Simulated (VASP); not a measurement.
# SiC (P6_3mc) in VASP: further runs, part 2 of 2

VASP 6.6.1.

### Step 4. Single point, r2SCAN

This run uses another cell than the first one, of 10.33 Å³/atom.

File POSCAR:

```
SiC
1.0
    3.0775550330      0.0000000000      0.0000000000
   -1.5387775165      2.6652408402      0.0000000000
    0.0000000000      0.0000000000     10.0767227861
Si C
4 4
Direct
    0.0000000000      0.0000000000     -0.0001405667
    0.3333333333      0.6666666667      0.2499083817
    0.0000000000      0.0000000000      0.4998594333
    0.6666666667      0.3333333333      0.7499083817
    0.0000000000      0.0000000000      0.1872833963
    0.3333333333      0.6666666667      0.4379487887
    0.0000000000      0.0000000000      0.6872833963
    0.6666666667      0.3333333333      0.9379487887
```

File INCAR.step1:

```
SYSTEM = SiC
PREC     = Accurate       ! precision mode
ENCUT    = 520            ! plane-wave cutoff, eV
ISMEAR   = 0              ! smearing method
SIGMA    = 0.01           ! smearing width, eV
LREAL    = .False.        ! projectors in reciprocal space
LASPH    = .True.         ! aspherical terms in the spheres
NELM     = 60             ! most SCF steps
NBANDS   = 26             ! bands
GGA      = PE             ! functional
ALGO     = Normal         ! electronic algorithm
EDIFF    = 1E-4           ! SCF threshold, eV
LWAVE    = .True.         ! write WAVECAR
LCHARG   = .False.        ! write CHGCAR
```

File INCAR.step2:

```
SYSTEM = SiC
PREC     = Accurate       ! precision mode
ENCUT    = 520            ! plane-wave cutoff, eV
EDIFF    = 1E-6           ! SCF threshold, eV
ISMEAR   = 0              ! smearing method
SIGMA    = 0.01           ! smearing width, eV
LREAL    = .False.        ! projectors in reciprocal space
LASPH    = .True.         ! aspherical terms in the spheres
NELM     = 60             ! most SCF steps
ALGO     = Normal         ! electronic algorithm
ISIF     = 2              ! what is computed and relaxed
LWAVE    = .False.        ! write WAVECAR
LCHARG   = .True.         ! write CHGCAR
METAGGA  = R2SCAN         ! meta-GGA
LMIXTAU  = .True.       
LELF     = .True.         ! ELF
LVHAR    = .True.       
NBANDS   = 26             ! bands
ISTART   = 1
```

File KPOINTS:

```
Automatic mesh
0
Gamma
  12 12 4
  0 0 0
```

Launch:

```sh
cat potpaw_PBE.64/Si/POTCAR potpaw_PBE.64/C/POTCAR > POTCAR
cp INCAR.step1 INCAR
mpirun -np 1 vasp_std > vasp.out
cp INCAR.step2 INCAR
mpirun -np 1 vasp_std > vasp.out
```

It took 5 min on 1 thread of AMD EPYC 9R45 (Zen 5), shared host; peak memory 0.23 GiB.

The run converged. Its results:

* Free energy: -77.3080 eV
* Pressure: -0.2 GPa
* Band gap on the k mesh: 2.61 eV (least direct gap 3.79 eV)

Levels at points of the mesh, in eV from the valence-band top:
| k point | band 13 | band 14 | band 15 | band 16 | band 17 | band 18 | band 19 | band 20 |
| --- | --- | --- | --- | --- | --- | --- | --- | --- |
| (0.00, 0.00, 0.00) | -0.61 | -0.05 | 0.00 | 0.00 | 5.67 | 6.26 | 6.89 | 6.91 |
| (0.50, 0.00, 0.00) | -2.47 | -2.33 | -1.65 | -1.18 | 2.61 | 2.77 | 4.73 | 5.27 |
| (0.00, 0.00, 0.50) | -0.22 | -0.22 | -0.22 | -0.22 | 5.88 | 5.88 | 7.37 | 7.37 |
| (0.50, 0.00, 0.50) | -2.58 | -2.58 | -1.63 | -1.63 | 3.05 | 3.05 | 4.69 | 4.69 |

Caveat: the PAW data sets were made with another functional, which shifts forces and pressure a little. A k mesh can miss the band edges.

### Step 5. Single point, r2SCAN (epitaxial xy strain +1.0%)

File POSCAR:

```
SiC
1.0
    3.1083305834      0.0000000000      0.0000000000
   -1.5541652917      2.6918932486      0.0000000000
    0.0000000000      0.0000000000     10.0598065426
Si C
4 4
Direct
    0.0000000000      0.0000000000     -0.0004032848
    0.3333333333      0.6666666667      0.2496515939
    0.0000000000      0.0000000000      0.4995967152
    0.6666666667      0.3333333333      0.7496515939
    0.0000000000      0.0000000000      0.1875287746
    0.3333333333      0.6666666667      0.4382229163
    0.0000000000      0.0000000000      0.6875287746
    0.6666666667      0.3333333333      0.9382229163
```

File INCAR.step1:

```
SYSTEM = SiC
  ALGO = Normal
  EDIFF = 1E-4
  ENCUT = 520
  GGA = PE
  ISMEAR = 0
  LASPH = .True.
  LCHARG = .False.
  LREAL = .False.
  LWAVE = .True.
  NBANDS = 26
  NELM = 100
  PREC = Accurate
  SIGMA = 0.01
```

File INCAR.step2:

```
SYSTEM = SiC
  ALGO = Normal
  EDIFF = 1E-7
  ENCUT = 520
  ISIF = 2
  ISMEAR = 0
  ISTART = 1
  LASPH = .True.
  LCHARG = .False.
  LMIXTAU = .True.
  LREAL = .False.
  LWAVE = .False.
  METAGGA = R2SCAN
  NBANDS = 26
  NELM = 100
  PREC = Accurate
  SIGMA = 0.01
```

File KPOINTS:

```
k-points
0
Gamma
  12 12 4
  0 0 0
```

Launch:

```sh
cat potpaw_PBE.64/Si/POTCAR potpaw_PBE.64/C/POTCAR > POTCAR
cp INCAR.step1 INCAR
mpirun -np 1 vasp_std > vasp.out
cp INCAR.step2 INCAR
mpirun -np 1 vasp_std > vasp.out
```

It took 5.8 min on 1 thread of AMD EPYC 9R45 (Zen 5), shared host; peak memory 0.23 GiB.

It converged, with:

```
Free energy            : -77.2752 eV
Pressure               : -4.2 GPa
Largest force          : 0.004 eV/Å
Band gap on the k mesh : 2.61 eV (least direct gap 3.81 eV)
```

Forces in eV/Å, atoms in the order of the input:
```
Si   0.000  0.000 -0.002
Si   0.000  0.000  0.004
Si   0.000  0.000 -0.002
Si   0.000  0.000  0.004
C    0.000  0.000 -0.004
C    0.000  0.000  0.002
C    0.000  0.000 -0.004
C    0.000  0.000  0.002
```

Stress tensor (GPa, compression positive):
```
-6.18  0.00  0.00
 0.00 -6.18  0.00
 0.00  0.00 -0.18
```

Levels at points of the mesh, in eV from the valence-band top:
| k point | band 12 | band 13 | band 14 | band 15 | band 16 | band 17 | band 18 | band 19 | band 20 | band 21 |
| --- | --- | --- | --- | --- | --- | --- | --- | --- | --- | --- |
| (0.00, 0.00, 0.00) | -0.69 | -0.69 | -0.05 | -0.05 | 0.00 | 5.29 | 5.91 | 6.58 | 6.71 | 7.27 |
| (0.50, 0.00, 0.00) | -2.54 | -2.51 | -2.26 | -1.60 | -1.19 | 2.61 | 2.67 | 4.59 | 5.19 | 5.74 |
| (0.00, 0.00, 0.50) | -1.19 | -0.28 | -0.28 | -0.28 | -0.28 | 5.51 | 5.51 | 7.03 | 7.03 | 7.38 |
| (0.50, 0.00, 0.50) | -3.21 | -2.54 | -2.54 | -1.65 | -1.65 | 2.98 | 2.98 | 4.64 | 4.64 | 6.57 |

Caveat: the cell differs from its parent crystal (epitaxial xy strain +1.0%); the cell stands under tension; the PAW data sets were made with another functional, which shifts forces and pressure a little.

### Step 6. Single point, r2SCAN (epitaxial xy strain +2.0%)

File POSCAR:

```
SiC
1.0
    3.1391061337      0.0000000000      0.0000000000
   -1.5695530668      2.7185456570      0.0000000000
    0.0000000000      0.0000000000     10.0433124089
Si C
4 4
Direct
    0.0000000000      0.0000000000     -0.0006527018
    0.3333333333      0.6666666667      0.2494399502
    0.0000000000      0.0000000000      0.4993472982
    0.6666666667      0.3333333333      0.7494399502
    0.0000000000      0.0000000000      0.1877176221
    0.3333333333      0.6666666667      0.4384951295
    0.0000000000      0.0000000000      0.6877176221
    0.6666666667      0.3333333333      0.9384951295
```

File INCAR.step1:

```
PREC = Accurate
ENCUT = 520
ISMEAR = 0
SIGMA = 0.01
LREAL = False
LASPH = True
NELM = 60
NBANDS = 26
GGA = PE
ALGO = Normal
EDIFF = 1E-4
LWAVE = True
LCHARG = False
```

File INCAR.step2:

```
PREC = Accurate
ENCUT = 520
EDIFF = 1E-6
ISMEAR = 0
SIGMA = 0.01
LREAL = False
LASPH = True
NELM = 60
ALGO = Normal
ISIF = 2
LWAVE = False
LCHARG = False
METAGGA = R2SCAN
LMIXTAU = True
NBANDS = 26
ISTART = 1
```

File KPOINTS:

```
regular mesh
0
Gamma
  12 12 4
```

Potentials or basis: VASP PAW PBE potentials, release 64 (Si, C).

Launch:

```sh
cat potpaw_PBE.64/Si/POTCAR potpaw_PBE.64/C/POTCAR > POTCAR
cp INCAR.step1 INCAR
mpirun -np 1 vasp_std > vasp.out
cp INCAR.step2 INCAR
mpirun -np 1 vasp_std > vasp.out
```

It took 5 min on 1 thread of AMD EPYC 9R45 (Zen 5), shared host; peak memory 0.23 GiB.

Results (log left out):

```yaml
Free_energy: -77.1823 eV
Pressure: -7.8 GPa
Band_gap_on_the_k_mesh: 2.53 eV (least direct gap 3.77 eV)
```

Forces on the atoms (eV/Å):
```
Si   0.000  0.000  0.001
Si   0.000  0.000  0.001
Si   0.000  0.000  0.001
Si   0.000  0.000  0.001
C    0.000  0.000  0.000
C    0.000  0.000 -0.002
C    0.000  0.000  0.000
C    0.000  0.000 -0.002
```

Stress tensor (GPa, compression positive):
```
-11.66   0.00   0.00
  0.00 -11.66   0.00
  0.00   0.00  -0.14
```

Levels at points of the mesh, in eV from the valence-band top:
```tsv
k point	band 13	band 14	band 15	band 16	band 17	band 18	band 19	band 20
(0.00, 0.00, 0.00)	-0.80	-0.14	-0.14	0.00	4.89	5.52	6.22	6.41
(0.50, 0.00, 0.00)	-2.59	-2.25	-1.60	-1.24	2.53	2.57	4.42	5.07
(0.00, 0.00, 0.50)	-0.38	-0.38	-0.38	-0.38	5.11	5.11	6.64	6.64
(0.50, 0.00, 0.50)	-2.54	-2.54	-1.71	-1.71	2.86	2.86	4.55	4.55
```

Caveat: the cell differs from its parent crystal (epitaxial xy strain +2.0%); the cell stands under tension; the PAW data sets were made with another functional, which shifts forces and pressure a little. A k mesh can miss the band edges.

### Step 7. The runs side by side

| cell | gap on the mesh (eV) | pressure (GPa) |
| --- | --- | --- |
| a = 3.016, b = 3.016, c = 10.115 Å, angles 90.0, 90.0, 120.0°, 8 atoms, atomic positions A | 2.45 | 8.9 |
| a = 3.047, b = 3.047, c = 10.095 Å, angles 90.0, 90.0, 120.0°, 8 atoms, atomic positions A | 2.54 | 4.1 |
| a = 3.078, b = 3.078, c = 10.077 Å, angles 90.0, 90.0, 120.0°, 8 atoms, atomic positions B | 2.61 | -0.2 |
| a = 3.108, b = 3.108, c = 10.060 Å, angles 90.0, 90.0, 120.0°, 8 atoms, atomic positions B | 2.61 | -4.2 |
| a = 3.139, b = 3.139, c = 10.043 Å, angles 90.0, 90.0, 120.0°, 8 atoms, atomic positions B | 2.53 | -7.8 |

Alike in all rows: task single point; level r2SCAN; potentials or basis VASP PAW PBE potentials, release 64 (Si, C); no spin polarisation; k mesh 12 × 12 × 4; cutoff (eV) 520; smearing gaussian 0.01 eV.

Caveats: the PAW data sets were made with another functional, which shifts forces and pressure a little; the cell stands under pressure (at least some runs); the cell stands under tension (at least some runs).

Absolute energies hang on the potentials; compare differences alone.
